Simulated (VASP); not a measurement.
A run of VASP 6.6.1 is set up as follows.

Contents of INCAR:

```
SYSTEM = C
PREC     = Accurate       ! precision mode
ENCUT    = 600            ! plane-wave cutoff, eV
EDIFF    = 1E-7           ! SCF threshold, eV
ISMEAR   = -1             ! smearing method
SIGMA    = 0.1            ! smearing width, eV
LREAL    = .False.        ! projectors in reciprocal space
LASPH    = .True.         ! aspherical terms in the spheres
NELM     = 60             ! most SCF steps
ALGO     = Normal         ! electronic algorithm
ISIF     = 3              ! what is computed and relaxed
LWAVE    = .False.        ! write WAVECAR
LCHARG   = .False.        ! write CHGCAR
GGA      = PE             ! functional
IBRION   = 2              ! ionic algorithm
NSW      = 80             ! ionic steps
EDIFFG   = -0.01          ! ionic threshold
```

File KPOINTS:

```
regular mesh
0
Gamma
  11 11 15
  0 0 0
```

The input POSCAR:

```
C
1.0
    3.3438265309      0.0000000000      0.0000000000
   -1.6719132655      2.8958387216      0.0000000000
    0.0000000000      0.0000000000      2.0497656634
C
3
Direct
    0.0000000000      0.0000000000      0.0000000000
    0.3333333333      0.6666666667      0.5000000000
    0.6666666667      0.3333333333      0.5000000000
```

Potentials or basis: VASP PAW PBE potentials, release 64 (C).

The run is started by

```sh
$ cat potpaw_PBE.64/C/POTCAR > POTCAR
$ mpirun -np 1 vasp_std > vasp.out
```

(1) Estimate the band gap on the k mesh.

(2) What does it give for the relaxed cell?

Answers

(1) zero (bands 6 and 7 overlap by 16.12 eV).

(2) a = 4.968 Å, b = 4.968 Å, c = 1.282 Å, α = 90.00°, β = 90.00°, γ = 120.00°.
